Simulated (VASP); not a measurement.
# BN (P6_3mc) in VASP: a series of runs, part 2 of 2

VASP 6.6.1. The steps go on from the part before.

### Step 4. Single point, r2SCAN

This run uses another cell than the first one, of 5.89 Å³/atom, 0.971 times its volume.

The input, POSCAR:

```
BN
1.0
    2.5479975850      0.0000000000      0.0000000000
   -1.2739987925      2.2066306374      0.0000000000
    0.0000000000      0.0000000000      8.3753605970
B N
4 4
Direct
    0.0000000000      0.0000000000      0.0003894312
    0.3333333333      0.6666666667      0.2496892035
    0.0000000000      0.0000000000      0.5003894312
    0.6666666667      0.3333333333      0.7496892035
    0.0000000000      0.0000000000      0.1869898385
    0.3333333333      0.6666666667      0.4379315267
    0.0000000000      0.0000000000      0.6869898385
    0.6666666667      0.3333333333      0.9379315267
```

The input, INCAR.step1:

```
ALGO = Normal
EDIFF = 1E-4
ENCUT = 520
GGA = PE
ISMEAR = 0
LASPH = T
LCHARG = F
LREAL = F
LWAVE = T
NBANDS = 26
NELM = 80
PREC = Accurate
SIGMA = 0.01
```

The input, INCAR.step2:

```
ALGO = Normal
EDIFF = 1E-6
ENCUT = 520
ISIF = 2
ISMEAR = 0
ISTART = 1
LASPH = T
LCHARG = T
LELF = T
LMIXTAU = T
LREAL = F
LVHAR = T
LWAVE = F
METAGGA = R2SCAN
NBANDS = 26
NELM = 80
PREC = Accurate
SIGMA = 0.01
```

The input, KPOINTS:

```
k-points
0
Gamma
  12 12 4
```

Potentials or basis: VASP PAW PBE potentials, release 64 (B, N).

Run with:

```
cat potpaw_PBE.64/B/POTCAR potpaw_PBE.64/N/POTCAR > POTCAR
cp INCAR.step1 INCAR
mpirun -np 1 vasp_std > vasp.out
cp INCAR.step2 INCAR
mpirun -np 1 vasp_std > vasp.out
```

OUTCAR:

```text
EDIFF = 1E-6
   ENCUT = 520
   ISIF = 2
   ISMEAR = 0
   ISTART = 1
   LASPH = T
   LREAL = F
   METAGGA = R2SCAN
   NELM = 80
   PREC = Accurate

 ion  position               nearest neighbor table
   1  0.000  0.000  0.000-   8 1.56   8 1.56   8 1.56   5 1.56
   2  0.333  0.667  0.250-   5 1.56   5 1.56   5 1.56   6 1.58
   3  0.000  0.000  0.500-   6 1.56   6 1.56   6 1.56   7 1.56
   4  0.667  0.333  0.750-   7 1.56   7 1.56   7 1.56   8 1.58
   5  0.000  0.000  0.187-   2 1.56   2 1.56   2 1.56   1 1.56
   6  0.333  0.667  0.438-   3 1.56   3 1.56   3 1.56   2 1.58
   7  0.000  0.000  0.687-   4 1.56   4 1.56   4 1.56   3 1.56
[... 912 lines left out ...]
  Total        0.3252268      0.3252268      0.3195790      0.0000000      0.0000000      0.0000000
  in kB       11.0653385     11.0653385     10.8731810      0.0000000      0.0000000      0.0000000
  external PRESSURE =      11.0012860 kB  Pullay stress =       0.0000000 kB

 VOLUME and BASIS-vectors are now :
 -----------------------------------------------------------------------------
  energy-cutoff  :      520.00
  volume of cell :       47.09
      direct lattice vectors                 reciprocal lattice vectors
     2.547997585  0.000000000  0.000000000     0.392465050  0.226589802  0.000000000
    -1.273998793  2.206630637  0.000000000     0.000000000  0.453179605  0.000000000
     0.000000000  0.000000000  8.375360597     0.000000000  0.000000000  0.119397844

 POSITION                                       TOTAL-FORCE (eV/Angst)
 -----------------------------------------------------------------------------------
      0.00000      0.00000      0.00326        -0.000000     -0.000000     -0.000054
     -0.00000      1.47109      2.09124         0.000000      0.000000      0.002191
      0.00000      0.00000      4.19094         0.000000      0.000000     -0.000054
      1.27400      0.73554      6.27892        -0.000000      0.000000      0.002191
      0.00000      0.00000      1.56611        -0.000000      0.000000     -0.001125
     -0.00000      1.47109      3.66783         0.000000      0.000000     -0.001011
      0.00000      0.00000      5.75379        -0.000000      0.000000     -0.001125
      1.27400      0.73554      7.85551        -0.000000     -0.000000     -0.001011
 -----------------------------------------------------------------------------------
    total drift:                                0.000000      0.000000     -0.003118

  FREE ENERGIE OF THE ION-ELECTRON SYSTEM (eV)
  ---------------------------------------------------
  free  energy   TOTEN  =       -76.6209732762 eV

  energy  without entropy=      -76.6209732762  energy(sigma->0) =      -76.62097328
```

OUTCAR.step1:

```text
EDIFF = 1E-4
   ENCUT = 520
   GGA = PE
   ISMEAR = 0
[... 944 lines left out ...]
      0.00000      0.00000      1.56611        -0.000000      0.000000      0.001807
     -0.00000      1.47109      3.66783         0.000000     -0.000000     -0.009014
      0.00000      0.00000      5.75379        -0.000000     -0.000000      0.001807
      1.27400      0.73554      7.85551        -0.000000     -0.000000     -0.009014
 -----------------------------------------------------------------------------------
    total drift:                                0.000000      0.000000      0.000748

  FREE ENERGIE OF THE ION-ELECTRON SYSTEM (eV)
  ---------------------------------------------------
  free  energy   TOTEN  =       -69.7364087965 eV

  energy  without entropy=      -69.7364087965  energy(sigma->0) =      -69.73640880
```

OSZICAR.step1:

```text
N       E                     dE             d eps       ncg     rms          rms(c)
DAV:   1     0.109939192075E+03    0.10994E+03   -0.17223E+04  2964   0.122E+03
DAV:   2    -0.671441913600E+02   -0.17708E+03   -0.16711E+03  3902   0.283E+02
DAV:   3    -0.735853626814E+02   -0.64412E+01   -0.64042E+01  4070   0.503E+01
DAV:   4    -0.736253460978E+02   -0.39983E-01   -0.39946E-01  3746   0.421E+00
DAV:   5    -0.736257965075E+02   -0.45041E-03   -0.45012E-03  4012   0.416E-01    0.134E+01
DAV:   6    -0.700715615453E+02    0.35542E+01   -0.83594E+00  3762   0.168E+01    0.642E+00
DAV:   7    -0.697949405056E+02    0.27662E+00   -0.59741E-01  3722   0.481E+00    0.387E+00
DAV:   8    -0.697403477692E+02    0.54593E-01   -0.15153E-01  3400   0.247E+00    0.433E-01
DAV:   9    -0.697360133705E+02    0.43344E-02   -0.74785E-03  3920   0.611E-01    0.165E-01
DAV:  10    -0.697364212506E+02   -0.40788E-03   -0.12665E-03  3674   0.221E-01    0.491E-02
DAV:  11    -0.697364087965E+02    0.12454E-04   -0.14111E-04  2534   0.773E-02
   1 F= -.69736409E+02 E0= -.69736409E+02  d E =-.402757E-19
```

Run time: 4.6 min. Hardware: 1 thread of Intel Xeon Platinum 8259CL at 2.50GHz (Skylake/Cascade Lake), shared host; peak memory 0.19 GiB.

What came out:

```yaml
Free_energy: -76.6210 eV
Pressure: 1.1 GPa
Band_gap_on_the_k_mesh: 6.06 eV, indirect (least direct gap 8.17 eV)
```

Forces on the atoms (eV/Å):
```
B    0.000  0.000  0.000
B    0.000  0.000  0.002
B    0.000  0.000  0.000
B    0.000  0.000  0.002
N    0.000  0.000 -0.001
N    0.000  0.000 -0.001
N    0.000  0.000 -0.001
N    0.000  0.000 -0.001
```

Levels at points of the mesh, in eV from the valence-band top:
| k point | band 14 | band 15 | band 16 | band 17 | band 18 | band 19 |
| --- | --- | --- | --- | --- | --- | --- |
| (0.00, 0.00, 0.00) | -0.13 | 0.00 | 0.00 | 9.31 | 9.31 | 9.47 |
| (0.50, 0.00, 0.00) | -3.65 | -2.71 | -2.11 | 6.06 | 6.44 | 8.69 |
| (0.00, 0.00, 0.50) | -0.39 | -0.39 | -0.39 | 9.81 | 9.81 | 9.81 |
| (0.50, 0.00, 0.50) | -3.61 | -2.70 | -2.70 | 6.58 | 6.58 | 9.03 |

Caveat: the PAW data sets were made with another functional, which shifts forces and pressure a little.

### Step 5. Overview

| cell | k mesh | gap on the mesh (eV) | pressure (GPa) | largest force (eV/Å) |
| --- | --- | --- | --- | --- |
| a = 2.573, b = 2.573, c = 8.458 Å, angles 90.0, 90.0, 120.0°, 8 atoms | 9 × 9 × 4 | 6.10 | -10.0 | 0.01 |
| a = 2.598, b = 2.598, c = 8.540 Å, angles 90.0, 90.0, 120.0°, 8 atoms | 9 × 9 × 4 | 6.02 | -19.6 | 0.03 |
| a = 2.548, b = 2.548, c = 8.375 Å, angles 90.0, 90.0, 120.0°, 8 atoms | 12 × 12 × 4 | 6.06 | 1.1 | - |

Alike in all rows: task single point; level r2SCAN; potentials or basis VASP PAW PBE potentials, release 64 (B, N); no spin polarisation; cutoff (eV) 520; smearing gaussian 0.01 eV.

Caveats: the PAW data sets were made with another functional, which shifts forces and pressure a little.

Absolute energies hang on the potentials; compare differences alone.
